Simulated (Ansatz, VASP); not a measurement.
**BeH in VASP and in Ansatz**

```
CELL_PARAMETERS angstrom
2.73299 0.00000 0.00000
-1.36650 2.36684 0.00000
0.00000 0.00000 3.81548
ATOMIC_POSITIONS crystal
Be 0.33333 0.66667 0.25000
Be 0.66667 0.33333 0.75000
H 0.66667 0.33333 0.25000
H 0.33333 0.66667 0.75000
```

Alike in both runs: functional PBE; k mesh 12 × 12 × 6; occupations gaussian, width 0.1 eV; no spin polarisation.

Ansatz relaxed the structure, and its values are those at the end. VASP's run is a single point on that final structure, the one shown.

|  | VASP | Ansatz |
| --- | --- | --- |
| version | VASP 6.6.1 | Ansatz 0.2.0 |
| potentials or method | VASP PAW PBE potentials, release 64 (Be, H), cutoff 520 eV | scalar-relativistic, plane waves, PAW |
| valence electrons in the cell | 6 | 6 |

```tsv
	VASP	Ansatz	Ansatz less VASP
gap on the k mesh at the Fermi level (eV)	none	none	-
pressure (GPa)	-0.1	0.0	+0.06
```

A gap of «none» marks a metal or a gap that the smearing closes. The functional is the same, so the differences come from potentials, cutoffs and numerics.
